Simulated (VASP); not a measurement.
# Na (P6/mmm) in VASP: a series of runs, part 3 of 3

VASP 6.6.1.

### Step 5. Single point, revPBE

This run uses another cell than the first one, of 39.63 Å³/atom.

The input, INCAR:

```
PREC     = Accurate       # precision mode
ENCUT    = 520            # plane-wave cutoff, eV
EDIFF    = 1E-7           # SCF threshold, eV
ISMEAR   = -1             # smearing method
SIGMA    = 0.1            # smearing width, eV
LREAL    = F              # projectors in reciprocal space
LASPH    = T              # aspherical terms in the spheres
NELM     = 60             # most SCF steps
ALGO     = Normal         # electronic algorithm
ISIF     = 2              # what is computed and relaxed
LWAVE    = F              # write WAVECAR
LCHARG   = F              # write CHGCAR
GGA      = RE             # functional
NBANDS   = 18             # bands
```

The input, KPOINTS:

```
regular mesh
0
Gamma
  8 8 11
```

The input, POSCAR:

```
Na
1.0
    6.1401258338      0.0000000000      0.0000000000
   -3.0700629169      5.3175049545      0.0000000000
    0.0000000000      0.0000000000      3.6414294959
Na
3
Direct
    1.0000000000      1.0000000000      0.0000000000
    0.3333333333      0.6666666667      0.5000000000
    0.6666666667      0.3333333333      0.5000000000
```

Potentials or basis: VASP PAW PBE potentials, release 64 (Na_pv).

The run is started by

```console
$ cat potpaw_PBE.64/Na_pv/POTCAR > POTCAR
$ mpirun -np 1 vasp_std > vasp.out
```

OUTCAR:

```text
PREC = Accurate
   ENCUT = 520
   EDIFF = 1E-7
   ISMEAR = -1
   LREAL = F
   LASPH = T
   NELM = 60
   ISIF = 2
   GGA = RE

 ion  position               nearest neighbor table
   1  0.000  0.000  0.000-
   2  0.333  0.667  0.500-
   3  0.667  0.333  0.500-

  LATTYP: Found a hexagonal cell.
 ALAT       =     6.1401258338
 C/A-ratio  =     0.5930545390

  Lattice vectors:

 A1 = (   6.1401258338,   0.0000000000,   0.0000000000)
 A2 = (  -3.0700629169,   5.3175049545,   0.0000000000)
 A3 = (   0.0000000000,   0.0000000000,   3.6414294959)

Analysis of symmetry for initial positions (statically):
=====================================================================
 Subroutine PRICEL returns:
 Original cell was already a primitive cell.

 Routine SETGRP: Setting up the symmetry group for a
 hexagonal supercell.

 Subroutine GETGRP returns: Found 24 space group operations
 (whereof 24 operations were pure point group operations)
 out of a pool of 24 trial point group operations.

The static configuration has the point symmetry D_6h.

Analysis of symmetry for dynamics (positions and initial velocities):
=====================================================================
 Subroutine PRICEL returns:
 Original cell was already a primitive cell.

 Routine SETGRP: Setting up the symmetry group for a
 hexagonal supercell.

 Subroutine GETGRP returns: Found 24 space group operations
 (whereof 24 operations were pure point group operations)
 out of a pool of 24 trial point group operations.

The dynamic configuration has the point symmetry D_6h.

 Subroutine INISYM returns: Found 24 space group operations
 (whereof 24 operations are pure point group operations),
 and found     1 'primitive' translations

----------------------------------------------------------------------------------------

                                     Primitive cell

  volume of cell :     118.8932

  direct lattice vectors                    reciprocal lattice vectors
     6.140125834  0.000000000  0.000000000     0.162863112  0.094029061  0.000000000
    -3.070062917  5.317504955  0.000000000     0.000000000  0.188058123  0.000000000
     0.000000000  0.000000000  3.641429496     0.000000000  0.000000000  0.274617427

  length of vectors
     6.140125834  6.140125834  3.641429496     0.188058123  0.188058123  0.274617427

  position of ions in fractional coordinates (direct lattice)
     0.000000000  0.000000000  0.000000000
     0.333333333  0.666666667  0.500000000
     0.666666667  0.333333333  0.500000000

  ion indices of the primitive-cell ions
   primitive index   ion index
                 1           1
                 2           2
                 3           3

----------------------------------------------------------------------------------------

 KPOINTS: regular mesh

Automatic generation of k-mesh.
 Grid dimensions read from file:
 generate k-points for:    8    8   11

 Generating k-lattice:

  Cartesian coordinates                     Fractional coordinates (reciprocal lattice)
     0.020357889  0.011753633  0.000000000     0.125000000  0.000000000  0.000000000
     0.000000000  0.023507265  0.000000000     0.000000000  0.125000000  0.000000000
     0.000000000  0.000000000  0.024965221     0.000000000  0.000000000  0.090909091

  Length of vectors
     0.023507265  0.023507265  0.024965221

  Shift w.r.t. Gamma in fractional coordinates (k-lattice)
     0.000000000  0.000000000  0.000000000

 Subroutine IBZKPT returns following result:
 ===========================================

 Found     60 irreducible k-points:

 Following reciprocal coordinates:
            Coordinates               Weight
  0.000000  0.000000  0.000000      1.000000
  0.125000 -0.000000  0.000000      6.000000
  0.250000 -0.000000  0.000000      6.000000
  0.375000 -0.000000  0.000000      6.000000
  0.500000 -0.000000  0.000000      3.000000
  0.125000  0.125000  0.000000      6.000000
[... 16 lines left out ...]
  0.250000 -0.000000  0.181818     12.000000
  0.375000 -0.000000  0.181818     12.000000
 [... further k-points ...]
   k-points           NKPTS =     60   k-points in BZ     NKDIM =     60   number of bands    NBANDS=     18
   number of dos      NEDOS =    301   number of ions     NIONS =      3
   total plane-waves  NPLWV =  64512
   dimension x,y,z NGX =    48 NGY =   48 NGZ =   28
   dimension x,y,z NGXF=    96 NGYF=   96 NGZF=   56
   ions per type =               3
   NGX,Y,Z   is equivalent  to a cutoff of  13.00, 13.00, 12.78 a.u.
   NGXF,Y,Z  is equivalent  to a cutoff of  25.99, 25.99, 25.57 a.u.
 SYSTEM =  unknown system
   PREC   = accura    normal or accurate (medium, high low for compatibility)
   ISTART =      0    job   : 0-new  1-cont  2-samecut
   ICHARG =      2    charge: 1-file 2-atom 10-const
   ISPIN  =      1    spin polarized calculation?
   LNONCOLLINEAR =      F non collinear calculations
   LSORBIT =      F    spin-orbit coupling
   LASPH  =      T    aspherical Exc in radial PAW
   ENCUT  =  520.0 eV  38.22 Ry    6.18 a.u.  11.42 11.42  6.77*2*pi/ulx,y,z
   NELM   =     60;   NELMIN=  2; NELMDL= -5     # of ELM steps
   EDIFF  = 0.1E-06   stopping-criterion for ELM
   LREAL  =      F    real-space projection
   EDIFFG = 0.1E-05   stopping-criterion for IOM
   NSW    =      0    number of steps for IOM
   IBRION =     -1    ionic relax: 0-MD 1-quasi-New 2-CG
   NFREE  =      0    steps in history (QN), initial steepest desc. (CG)
   ISIF   =      2    stress and relaxation
   ISYM   =      2    0-nonsym 1-usesym 2-fastsym
   POTIM  = 0.5000    time-step for ionic-motion
   TEBEG  =    0.0;   TEEND  =   0.0 temperature during run
   PSTRESS=    0.0 pullay stress
   NELECT =      21.0000    total number of electrons
   NUPDOWN=      -1.0000    fix difference up-down
   EMIN   =  10.00;   EMAX   =-10.00  energy-range for DOS
   EFERMI =   0.00;   METHOD = LEGACY
   ISMEAR =    -1;   SIGMA  =   0.10  broadening in eV -4-tet -1-fermi 0-gaus
   EFERMI_NEDOS =   21; number of points for ismear=-14 and -15
   IALGO  =     38    algorithm
   IMIX   =      4    mixing-type and parameters
     AMIX     =   0.40;   BMIX     =  1.00
     AMIX_MAG =   1.60;   BMIX_MAG =  1.00
  volume/ion in A,a.u.               =      39.63       267.44
  Fermi-wavevector in a.u.,A,eV,Ry     =   0.918535  1.735779 11.479317  0.843706
  Thomas-Fermi vector in A             =   2.043627
   LORBIT       =      0    0 simple, 1 ext, 2 COOP (PROOUT), +10 PAW based schemes
   GGA     = RE    functional components
   LHFCALC =     F    Hartree Fock is set to
   AEXX    =    0.0000 exact exchange contribution
   IVDW    =     0    specifies the selected vdW correction
   LEPSILON=     F    determine dielectric tensor
   LRPA    =     F    only Hartree local field effects (RPA)
 non-spin polarized calculation
  energy-cutoff  :      520.00
  volume of cell :      118.89
 maximum number of plane-waves:      3228
 NGX is ok and might be reduce to    48
   NGX = 23   NGY = 23   NGZ = 13

 number of electron      20.9999993 magnetization

 Free energy of the ion-electron system (eV)
  ---------------------------------------------------
  ext. energy  EPLUGINS =         0.00000000
  ---------------------------------------------------
  free energy    TOTEN  =        -3.60242190 eV

  energy without entropy =       -3.55149959  energy(sigma->0) =       -3.57696074

 E-fermi :   0.2602     XC(G=0):  -6.2098

 val. band max:        0.2111188339   @ k =   0.3750  -0.0000   0.4545
 cond. band min:       0.2822424944   @ k =   0.3750   0.1250   0.0909
 fundamental gap:      0.0711236605
 Fermi energy:         0.2601588108

 k-point     1 :       0.0000    0.0000    0.0000
  band No.  band energies     occupation
      1     -24.7844      2.00000
      2     -24.7844      2.00000
      3     -24.7640      2.00000
      4     -24.7640      2.00000
      5     -24.7622      2.00000
      6     -24.7581      2.00000
[... 10 lines left out ...]
     17       8.1861      0.00000
     18       8.3904      0.00000

 k-point     2 :       0.1250   -0.0000    0.0000
  band No.  band energies     occupation
      1     -24.7847      2.00000
      2     -24.7839      2.00000
      3     -24.7645      2.00000
      4     -24.7637      2.00000
      5     -24.7621      2.00000
      6     -24.7583      2.00000
[... 10 lines left out ...]
     17       8.2565      0.00000
     18       8.4572      0.00000
[... 442 lines left out ...]
 k-point    24 :       0.3750   -0.0000    0.1818
  band No.  band energies     occupation
      1     -24.7853      2.00000
      2     -24.7796      2.00000
      3     -24.7682      2.00000
      4     -24.7672      2.00000
      5     -24.7659      2.00000
      6     -24.7616      2.00000
[... 10 lines left out ...]
     17       6.5166      0.00000
     18       7.4778      0.00000

 [... further k-points ...]
[... 5 lines left out ...]
  --------------------------------------------------------------------------------------
  -------------------------------------------------------------------------------------
  Total       -0.0258856     -0.0258856      0.0590087      0.0000000      0.0000000      0.0000000
  in kB       -0.3488289     -0.3488289      0.7951878      0.0000000      0.0000000      0.0000000
  external PRESSURE =       0.0325100 kB  Pullay stress =       0.0000000 kB

 VOLUME and BASIS-vectors are now :
 -----------------------------------------------------------------------------
  energy-cutoff  :      520.00
  volume of cell :      118.89
      direct lattice vectors                 reciprocal lattice vectors
     6.140125834  0.000000000  0.000000000     0.162863112  0.094029061  0.000000000
    -3.070062917  5.317504955  0.000000000     0.000000000  0.188058123  0.000000000
     0.000000000  0.000000000  3.641429496     0.000000000  0.000000000  0.274617427

 POSITION                                       TOTAL-FORCE (eV/Angst)
 -----------------------------------------------------------------------------------
      0.00000      0.00000      0.00000        -0.000000      0.000000      0.000000
     -0.00000      3.54500      1.82071         0.000000      0.000000      0.000000
      3.07006      1.77250      1.82071        -0.000000     -0.000000      0.000000
 -----------------------------------------------------------------------------------
    total drift:                               -0.000000      0.000000     -0.000000

  FREE ENERGIE OF THE ION-ELECTRON SYSTEM (eV)
  ---------------------------------------------------
  free  energy   TOTEN  =        -3.6024218953 eV

  energy  without entropy=       -3.5514995920  energy(sigma->0) =       -3.57696074
```

Run time: 50 s. Hardware: 1 thread of AMD EPYC 9R45 (Zen 5), shared host; peak memory 0.24 GiB.

What came out:

- Free energy: -3.6024 eV
- Pressure: 0.0 GPa
- Band gap on the k mesh: zero (an odd number of electrons rules out a gap without spin polarisation)

Levels at points of the mesh, in eV from the Fermi level:
| k point | band 8 | band 9 | band 10 | band 11 | band 12 | band 13 |
| --- | --- | --- | --- | --- | --- | --- |
| (0.00, 0.00, 0.00) | -24.94 | -24.94 | -3.15 | 1.86 | 1.86 | 1.87 |
| (0.50, 0.00, 0.00) | -24.94 | -24.94 | -1.79 | -1.79 | 0.63 | 1.07 |

Caveat: the PAW data sets were made with another functional, which shifts forces and pressure a little.

### Step 6. Relaxation of cell and atoms, revPBE

This run uses another cell than the first one, of 37.71 Å³/atom.

The input, INCAR:

```
PREC = Accurate ; ENCUT = 600
EDIFF = 1E-6 ; ISMEAR = -1
SIGMA = 0.1 ; LREAL = F
LASPH = T ; NELM = 80
ALGO = Normal ; ISIF = 3
LWAVE = F ; LCHARG = F
GGA = RE ; IBRION = 2
NSW = 80 ; EDIFFG = -0.01
```

The input, KPOINTS:

```
regular mesh
0
Gamma
  6 6 9
```

The input, POSCAR:

```
Na
1.0
    5.9730126002      0.0000000000      0.0000000000
   -2.9865063001      5.1727806489      0.0000000000
    0.0000000000      0.0000000000      3.6614567239
Na
3
Direct
    0.0000000000      0.0000000000      0.0000000000
    0.3333333333      0.6666666667      0.5000000000
    0.6666666667      0.3333333333      0.5000000000
```

Potentials or basis: VASP PAW PBE potentials, release 64 (Na_pv).

The run is started by

```console
$ cat potpaw_PBE.64/Na_pv/POTCAR > POTCAR
$ mpirun -np 1 vasp_std > vasp.out
```

It took 92 s on 1 thread of AMD EPYC 9R45 (Zen 5), shared host; peak memory 0.23 GiB.

The run converged. Its results:

```
Free energy                           : -3.5985 eV
Relaxed volume                        : 39.76 Å³/atom
Relaxed cell                          : a = 6.152 Å, b = 6.152 Å, c = 3.640 Å, α = 90.00°, β = 90.00°, γ = 120.00°
Space group after relaxing (to 0.1 Å) : P6/mmm (No. 191)
Energy gained by relaxing             : 3.9 meV/atom
Ionic steps                           : 7
Pressure after relaxing               : 0.0 GPa
Band gap on the k mesh                : zero (an odd number of electrons rules out a gap without spin polarisation)
```

The path:
| step | energy change (eV) | largest force (eV/Å) | pressure (GPa) | volume (Å³) |
| --- | --- | --- | --- | --- |
| 1 | 0.0000 | 0.0000 | 0.40 | 113.13 |
| 2 | -0.0047 | 0.0000 | 0.29 | 114.66 |
| 3 | -0.0107 | 0.0000 | 0.05 | 118.28 |
| 4 | -0.0113 | 0.0000 | -0.02 | 119.68 |
| 5 | -0.0113 | 0.0000 | -0.04 | 119.97 |
| 6 | -0.0115 | 0.0000 | -0.03 | 119.77 |
| 7 | -0.0117 | 0.0000 | -0.01 | 119.29 |

Final structure:
```cif
data_structure
_symmetry_space_group_name_H-M 'P 1'
_symmetry_Int_Tables_number 1
_cell_length_a 6.1515
_cell_length_b 6.1515
_cell_length_c 3.6400
_cell_angle_alpha 90.000
_cell_angle_beta 90.000
_cell_angle_gamma 120.000
_cell_volume 119.29
loop_
_atom_site_label
_atom_site_type_symbol
_atom_site_fract_x
_atom_site_fract_y
_atom_site_fract_z
_atom_site_occupancy
Na1 Na 0.00000 0.00000 0.00000 1
Na2 Na 0.33333 0.66667 0.50000 1
Na3 Na 0.66667 0.33333 0.50000 1
```

Levels at points of the mesh, in eV from the Fermi level:
```csv
k point,band 6,band 7,band 8,band 9,band 10,band 11,band 12,band 13,band 14
"(0.00, 0.00, 0.00)",-25.01,-24.94,-24.94,-24.93,-3.13,1.86,1.86,1.87,1.87
"(0.50, 0.00, 0.00)",-25.01,-24.94,-24.94,-24.94,-1.78,-1.78,0.63,1.07,5.57
```

Caveat: the PAW data sets were made with another functional, which shifts forces and pressure a little.

### Step 7. Summary

```csv
task,cell,k mesh,cutoff (eV),gap on the mesh (eV),pressure (GPa)
single point,"a = 6.221, b = 6.221, c = 3.689 Å, angles 90.0, 90.0, 120.0°, 3 atoms",7 × 7 × 10,520,none,-0.2
single point,"a = 6.300, b = 6.300, c = 3.736 Å, angles 90.0, 90.0, 120.0°, 3 atoms",7 × 7 × 10,520,none,-0.4
single point,"a = 6.377, b = 6.377, c = 3.782 Å, angles 90.0, 90.0, 120.0°, 3 atoms",7 × 7 × 10,520,none,-0.6
single point,"a = 6.140, b = 6.140, c = 3.641 Å, angles 90.0, 90.0, 120.0°, 3 atoms",8 × 8 × 11,520,none,0.0
relaxation of cell and atoms,"relaxed from a = 5.973, b = 5.973, c = 3.661 Å, angles 90.0, 90.0, 120.0°, 3 atoms",6 × 6 × 9,600,none,0.0
```

Alike in all rows: level revPBE; potentials or basis VASP PAW PBE potentials, release 64 (Na_pv); no spin polarisation; smearing fermi-dirac 0.1 eV.

Caveats: the PAW data sets were made with another functional, which shifts forces and pressure a little.

Total energies depend on the potentials used, so only differences within one code and one set of settings carry meaning.

The gap in the log of VASP goes by the Fermi energy; the results here count the filled bands.